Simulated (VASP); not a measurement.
# Ca2C (Fm-3m) in VASP: further runs, part 2 of 2

VASP 6.6.1. Earlier steps stand in the parts before.

**4. Single point, r2SCAN**

POSCAR

```
Ca2C
1.0
    0.0000000000      3.1285803966      3.1285803966
    3.1285803966      0.0000000000      3.1285803966
    3.1285803966      3.1285803966      0.0000000000
C Ca
1 2
Direct
    0.0000000000      0.0000000000      0.0000000000
    0.2500000000      0.2500000000      0.2500000000
    0.7500000000      0.7500000000      0.7500000000
```

INCAR.step1

```
PREC = Accurate
ENCUT = 520
ISMEAR = 0
SIGMA = 0.01
LREAL = False
LASPH = True
NELM = 60
NBANDS = 19
GGA = PE
ALGO = Normal
EDIFF = 1E-4
LWAVE = True
LCHARG = False
```

INCAR.step2

```
PREC = Accurate
ENCUT = 520
EDIFF = 1E-6
ISMEAR = 0
SIGMA = 0.01
LREAL = False
LASPH = True
NELM = 60
ALGO = Normal
ISIF = 2
LWAVE = False
LCHARG = False
METAGGA = R2SCAN
LMIXTAU = True
NBANDS = 19
ISTART = 1
```

KPOINTS

```
Automatic mesh
0
Gamma
  4 4 4
```

Potentials or basis: VASP PAW PBE potentials, release 64 (C, Ca_sv).

Launch:

```bash
$ cat potpaw_PBE.64/C/POTCAR potpaw_PBE.64/Ca_sv/POTCAR > POTCAR
$ cp INCAR.step1 INCAR
$ mpirun -np 1 vasp_std > vasp.out
$ cp INCAR.step2 INCAR
$ mpirun -np 1 vasp_std > vasp.out
```

OUTCAR:

```text
PREC = Accurate
   ENCUT = 520
   EDIFF = 1E-6
   ISMEAR = 0
   LREAL = False
   LASPH = True
   NELM = 60
   ISIF = 2
   METAGGA = R2SCAN
   ISTART = 1

 ion  position               nearest neighbor table
   1  0.000  0.000  0.000-
   2  0.250  0.250  0.250-   3 3.13   3 3.13   3 3.13   3 3.13   3 3.13   3 3.13
   3  0.750  0.750  0.750-   2 3.13   2 3.13   2 3.13   2 3.13   2 3.13   2 3.13

  LATTYP: Found a face centered cubic cell.
 ALAT       =     6.2571607932

  Lattice vectors:

 A1 = (   0.0000000000,   3.1285803966,   3.1285803966)
 A2 = (   3.1285803966,   0.0000000000,   3.1285803966)
 A3 = (   3.1285803966,   3.1285803966,   0.0000000000)

Analysis of symmetry for initial positions (statically):
=====================================================================
 Subroutine PRICEL returns:
 Original cell was already a primitive cell.

 Routine SETGRP: Setting up the symmetry group for a
 face centered cubic supercell.

 Subroutine GETGRP returns: Found 48 space group operations
 (whereof 48 operations were pure point group operations)
 out of a pool of 48 trial point group operations.

The static configuration has the point symmetry O_h .

Analysis of symmetry for dynamics (positions and initial velocities):
=====================================================================
 Subroutine PRICEL returns:
 Original cell was already a primitive cell.

 Routine SETGRP: Setting up the symmetry group for a
 face centered cubic supercell.

 Subroutine GETGRP returns: Found 48 space group operations
 (whereof 48 operations were pure point group operations)
 out of a pool of 48 trial point group operations.

The dynamic configuration has the point symmetry O_h .

 Subroutine INISYM returns: Found 48 space group operations
 (whereof 48 operations are pure point group operations),
 and found     1 'primitive' translations

----------------------------------------------------------------------------------------

                                     Primitive cell

  volume of cell :      61.2452

  direct lattice vectors                    reciprocal lattice vectors
     0.000000000  3.128580397  3.128580397    -0.159816893  0.159816893  0.159816893
     3.128580397  0.000000000  3.128580397     0.159816893 -0.159816893  0.159816893
     3.128580397  3.128580397  0.000000000     0.159816893  0.159816893 -0.159816893

  length of vectors
     4.424480828  4.424480828  4.424480828     0.276810979  0.276810979  0.276810979

  position of ions in fractional coordinates (direct lattice)
     0.000000000  0.000000000  0.000000000
     0.250000000  0.250000000  0.250000000
     0.750000000  0.750000000  0.750000000

  ion indices of the primitive-cell ions
   primitive index   ion index
                 1           1
                 2           2
                 3           3

----------------------------------------------------------------------------------------

 KPOINTS: Automatic mesh

Automatic generation of k-mesh.
 Grid dimensions read from file:
 generate k-points for:    4    4    4

 Generating k-lattice:

  Cartesian coordinates                     Fractional coordinates (reciprocal lattice)
    -0.039954223  0.039954223  0.039954223     0.250000000  0.000000000  0.000000000
     0.039954223 -0.039954223  0.039954223     0.000000000  0.250000000  0.000000000
     0.039954223  0.039954223 -0.039954223     0.000000000  0.000000000  0.250000000

  Length of vectors
     0.069202745  0.069202745  0.069202745

  Shift w.r.t. Gamma in fractional coordinates (k-lattice)
     0.000000000  0.000000000  0.000000000

 Subroutine IBZKPT returns following result:
 ===========================================

 Found      8 irreducible k-points:

 Following reciprocal coordinates:
            Coordinates               Weight
  0.000000  0.000000  0.000000      1.000000
  0.250000  0.000000  0.000000      8.000000
  0.500000  0.000000  0.000000      4.000000
  0.250000  0.250000  0.000000      6.000000
  0.500000  0.250000  0.000000     24.000000
 -0.250000  0.250000  0.000000     12.000000
  0.500000  0.500000  0.000000      3.000000
 -0.250000  0.500000  0.250000      6.000000
   k-points           NKPTS =      8   k-points in BZ     NKDIM =      8   number of bands    NBANDS=     19
   number of dos      NEDOS =    301   number of ions     NIONS =      3
   total plane-waves  NPLWV =  46656
   dimension x,y,z NGX =    36 NGY =   36 NGZ =   36
   dimension x,y,z NGXF=    72 NGYF=   72 NGZF=   72
   ions per type =               1   2
   NGX,Y,Z   is equivalent  to a cutoff of  13.53, 13.53, 13.53 a.u.
   NGXF,Y,Z  is equivalent  to a cutoff of  27.05, 27.05, 27.05 a.u.
 SYSTEM =  unknown system
   PREC   = accura    normal or accurate (medium, high low for compatibility)
   ISTART =      1    job   : 0-new  1-cont  2-samecut
   ICHARG =      0    charge: 1-file 2-atom 10-const
   ISPIN  =      1    spin polarized calculation?
   LNONCOLLINEAR =      F non collinear calculations
   LSORBIT =      F    spin-orbit coupling
   LASPH  =      T    aspherical Exc in radial PAW
   ENCUT  =  520.0 eV  38.22 Ry    6.18 a.u.   8.23  8.23  8.23*2*pi/ulx,y,z
   NELM   =     60;   NELMIN=  2; NELMDL=  0     # of ELM steps
   EDIFF  = 0.1E-05   stopping-criterion for ELM
   LREAL  =      F    real-space projection
   EDIFFG = 0.1E-04   stopping-criterion for IOM
   NSW    =      0    number of steps for IOM
   IBRION =     -1    ionic relax: 0-MD 1-quasi-New 2-CG
   NFREE  =      0    steps in history (QN), initial steepest desc. (CG)
   ISIF   =      2    stress and relaxation
   ISYM   =      2    0-nonsym 1-usesym 2-fastsym
   POTIM  = 0.5000    time-step for ionic-motion
   TEBEG  =    0.0;   TEEND  =   0.0 temperature during run
   PSTRESS=    0.0 pullay stress
   NELECT =      24.0000    total number of electrons
   NUPDOWN=      -1.0000    fix difference up-down
   EMIN   =  10.00;   EMAX   =-10.00  energy-range for DOS
   EFERMI =   0.00;   METHOD = LEGACY
   ISMEAR =     0;   SIGMA  =   0.01  broadening in eV -4-tet -1-fermi 0-gaus
   EFERMI_NEDOS =   21; number of points for ismear=-14 and -15
   IALGO  =     38    algorithm
   IMIX   =      4    mixing-type and parameters
     AMIX     =   0.40;   BMIX     =  1.00
     AMIX_MAG =   1.60;   BMIX_MAG =  1.00
  volume/ion in A,a.u.               =      20.42       137.77
  Fermi-wavevector in a.u.,A,eV,Ry     =   1.197994  2.263880 19.526936  1.435189
  Thomas-Fermi vector in A             =   2.333894
   LORBIT       =      0    0 simple, 1 ext, 2 COOP (PROOUT), +10 PAW based schemes
   METAGGA = R2SCAN    functional components
   LHFCALC =     F    Hartree Fock is set to
   AEXX    =    0.0000 exact exchange contribution
   IVDW    =     0    specifies the selected vdW correction
   LEPSILON=     F    determine dielectric tensor
   LRPA    =     F    only Hartree local field effects (RPA)
 non-spin polarized calculation
 Gauss-broadening in eV      SIGMA  =   0.01
  energy-cutoff  :      520.00
  volume of cell :       61.25
 maximum number of plane-waves:      1676
 NGX is ok and might be reduce to    36
   NGX = 17   NGY = 17   NGZ = 17

 number of electron      24.0000003 magnetization

 Free energy of the ion-electron system (eV)
  ---------------------------------------------------
  ext. energy  EPLUGINS =         0.00000000
  ---------------------------------------------------
  free energy    TOTEN  =       -23.29801393 eV

  energy without entropy =      -23.29801393  energy(sigma->0) =      -23.29801393

 E-fermi :   3.2958     XC(G=0):  -9.9742

 val. band max:        3.2248064621   @ k =   0.5000   0.5000   0.0000
 cond. band min:       3.6250667647   @ k =   0.5000   0.5000   0.0000
 fundamental gap:      0.4002603026
 Fermi energy:         3.2958181959

 k-point     1 :       0.0000    0.0000    0.0000
  band No.  band energies     occupation
      1     -38.7536      2.00000
      2     -38.5439      2.00000
      3     -19.0414      2.00000
      4     -19.0414      2.00000
      5     -19.0414      2.00000
      6     -18.6124      2.00000
[... 11 lines left out ...]
     18       9.5382      0.00000
     19      10.2836      0.00000
[... 133 lines left out ...]
 k-point     8 :      -0.2500    0.5000    0.2500
  band No.  band energies     occupation
      1     -38.6451      2.00000
      2     -38.6451      2.00000
      3     -19.2192      2.00000
      4     -19.1923      2.00000
      5     -18.8531      2.00000
      6     -18.8531      2.00000
[... 11 lines left out ...]
     18       8.1063      0.00000
     19       9.4341      0.00000

------------------------ aborting loop because EDIFF is reached ----------------------------------------

  FORCE on cell =-STRESS in cart. coord.  units (eV):
  Direction    XX          YY          ZZ          XY          YZ          ZX
  --------------------------------------------------------------------------------------
  -------------------------------------------------------------------------------------
  Total        0.1485171      0.1485171      0.1485171      0.0000000     -0.0000000      0.0000000
  in kB        3.8852164      3.8852164      3.8852164      0.0000000     -0.0000000      0.0000000
  external PRESSURE =       3.8852164 kB  Pullay stress =       0.0000000 kB

 VOLUME and BASIS-vectors are now :
 -----------------------------------------------------------------------------
  energy-cutoff  :      520.00
  volume of cell :       61.25
      direct lattice vectors                 reciprocal lattice vectors
     0.000000000  3.128580397  3.128580397    -0.159816893  0.159816893  0.159816893
     3.128580397  0.000000000  3.128580397     0.159816893 -0.159816893  0.159816893
     3.128580397  3.128580397  0.000000000     0.159816893  0.159816893 -0.159816893

 POSITION                                       TOTAL-FORCE (eV/Angst)
 -----------------------------------------------------------------------------------
      0.00000      0.00000      0.00000         0.000000     -0.000000     -0.000000
      1.56429      1.56429      1.56429        -0.000000     -0.000000     -0.000000
      4.69287      4.69287      4.69287         0.000000      0.000000      0.000000
 -----------------------------------------------------------------------------------
    total drift:                                0.000000      0.000000      0.000000

  FREE ENERGIE OF THE ION-ELECTRON SYSTEM (eV)
  ---------------------------------------------------
  free  energy   TOTEN  =       -23.2980139271 eV

  energy  without entropy=      -23.2980139271  energy(sigma->0) =      -23.29801393
```

OUTCAR.step1:

```text
PREC = Accurate
   ENCUT = 520
   ISMEAR = 0
   LREAL = False
   LASPH = True
[... 382 lines left out ...]
      0.00000      0.00000      0.00000         0.000000      0.000000     -0.000000
      1.56429      1.56429      1.56429         0.000000      0.000000      0.000000
      4.69287      4.69287      4.69287        -0.000000     -0.000000     -0.000000
 -----------------------------------------------------------------------------------
    total drift:                                0.000000      0.000000      0.000000

  FREE ENERGIE OF THE ION-ELECTRON SYSTEM (eV)
  ---------------------------------------------------
  free  energy   TOTEN  =       -12.0569011269 eV

  energy  without entropy=      -12.0569011269  energy(sigma->0) =      -12.05690113
```

OSZICAR.step1:

```text
N       E                     dE             d eps       ncg     rms          rms(c)
DAV:   1     0.209120295841E+03    0.20912E+03   -0.12369E+04   304   0.124E+03
DAV:   2    -0.551214893994E-01   -0.20918E+03   -0.20597E+03   322   0.353E+02
DAV:   3    -0.141626798435E+02   -0.14108E+02   -0.14044E+02   536   0.725E+01
DAV:   4    -0.147538716983E+02   -0.59119E+00   -0.59057E+00   424   0.139E+01
DAV:   5    -0.147666063583E+02   -0.12735E-01   -0.12734E-01   487   0.163E+00    0.896E+00
DAV:   6    -0.123515875619E+02    0.24150E+01   -0.26460E+01   358   0.129E+01    0.416E+00
DAV:   7    -0.121033134528E+02    0.24827E+00   -0.21826E+00   353   0.554E+00    0.186E+00
DAV:   8    -0.120563326289E+02    0.46981E-01   -0.20119E-01   350   0.290E+00    0.325E-01
DAV:   9    -0.120567833415E+02   -0.45071E-03   -0.10973E-02   456   0.556E-01    0.207E-01
DAV:  10    -0.120568897668E+02   -0.10643E-03   -0.16543E-03   415   0.325E-01    0.521E-02
DAV:  11    -0.120569011269E+02   -0.11360E-04   -0.27457E-04   304   0.118E-01
   1 F= -.12056901E+02 E0= -.12056901E+02  d E =-.408402E-27
```

It took 65 s on 1 thread of AMD EPYC 7R13 (Zen 3), shared host; peak memory 0.19 GiB.

What came out:

```
Free energy            : -23.2980 eV
Pressure               : 0.4 GPa
Band gap on the k mesh : 0.40 eV
```

Caveat: the k points lie up to 0.43 Å⁻¹ apart; the structure was generated, so it needn't be the stable form of Ca2C; semilocal functionals underestimate gaps, and a narrow one can read as zero; the PAW data sets were made with another functional, which shifts forces and pressure a little. A k mesh can miss the band edges.

**5. Single point, HSE06**

POSCAR is that of step 4.

INCAR.step1

```
SYSTEM = Ca2C
ALGO     = Normal         ! electronic algorithm
EDIFF    = 1E-5           ! SCF threshold, eV
ENCUT    = 520            ! plane-wave cutoff, eV
GGA      = PE             ! functional
ISIF     = 2              ! what is computed and relaxed
ISMEAR   = 0              ! smearing method
LASPH    = .TRUE.         ! aspherical terms in the spheres
LREAL    = .FALSE.        ! projectors in reciprocal space
LWAVE    = .TRUE.         ! write WAVECAR
NBANDS   = 19             ! bands
NELM     = 100            ! most SCF steps
PREC     = Accurate       ! precision mode
SIGMA    = 0.01           ! smearing width, eV
```

INCAR.step2

```
SYSTEM = Ca2C
ALGO     = Normal         ! electronic algorithm
EDIFF    = 1E-7           ! SCF threshold, eV
ENCUT    = 520            ! plane-wave cutoff, eV
GGA      = PE             ! functional
HFSCREEN = 0.2079         ! screening, 1/A
ISIF     = 2              ! what is computed and relaxed
ISMEAR   = 0              ! smearing method
ISTART   = 1            
LASPH    = .TRUE.         ! aspherical terms in the spheres
LCHARG   = .TRUE.         ! write CHGCAR
LELF     = .TRUE.         ! ELF
LHFCALC  = .TRUE.         ! exact exchange
LREAL    = .FALSE.        ! projectors in reciprocal space
LVHAR    = .TRUE.       
LWAVE    = .FALSE.        ! write WAVECAR
NBANDS   = 19             ! bands
NELM     = 100            ! most SCF steps
PREC     = Accurate       ! precision mode
PRECFOCK = Normal       
SIGMA    = 0.01           ! smearing width, eV
```

KPOINTS

```
k-points
0
G
  4 4 4
  0 0 0
```

Launch:

```bash
$ cat potpaw_PBE.64/C/POTCAR potpaw_PBE.64/Ca_sv/POTCAR > POTCAR
$ cp INCAR.step1 INCAR
$ mpirun -np 1 vasp_std > vasp.out
$ cp INCAR.step2 INCAR
$ mpirun -np 1 vasp_std > vasp.out
```

It took 27 min on 1 thread of AMD EPYC 7R13 (Zen 3), shared host; peak memory 0.29 GiB.

It converged, with:

| Quantity | Value |
| --- | --- |
| Free energy | -13.0796 eV |
| Pressure | 0.6 GPa |
| Band gap on the k mesh | 0.82 eV |

Levels at points of the mesh, in eV from the valence-band top:
| k point | band 10 | band 11 | band 12 | band 13 | band 14 | band 15 |
| --- | --- | --- | --- | --- | --- | --- |
| (0.00, 0.00, 0.00) | -1.07 | -1.07 | -1.07 | 1.40 | 3.02 | 3.02 |
| (0.50, 0.00, 0.00) | -2.17 | -0.39 | -0.39 | 3.74 | 4.07 | 4.07 |
| (0.50, 0.50, 0.00) | -2.18 | 0.00 | 0.00 | 0.82 | 3.57 | 4.02 |

Caveat: the k points lie up to 0.43 Å⁻¹ apart; the structure was generated, so it needn't be the stable form of Ca2C; the PAW data sets were made with another functional, which shifts forces and pressure a little.

**6. The runs side by side**

| level | grid for exact exchange (PRECFOCK) | share of exact exchange | screening parameter | gap on the mesh (eV) | pressure (GPa) |
| --- | --- | --- | --- | --- | --- |
| PBE | - | - | - | 0.20 | 0.9 |
| r2SCAN | - | - | - | 0.40 | 0.4 |
| HSE06 | Normal | 0.25 | 0.2079 1/Å | 0.82 | 0.6 |

Alike in all rows: task single point; potentials or basis VASP PAW PBE potentials, release 64 (C, Ca_sv); no spin polarisation; cell as given; k mesh 4 × 4 × 4; cutoff (eV) 520; smearing gaussian 0.01 eV.

Caveats: all runs use coarse meshes; the structure was generated, so it needn't be the stable form of Ca2C; semilocal functionals underestimate gaps, and a narrow one can read as zero (at least some runs); the PAW data sets were made with another functional, which shifts forces and pressure a little (at least some runs).

Absolute energies hang on the potentials; compare differences alone.
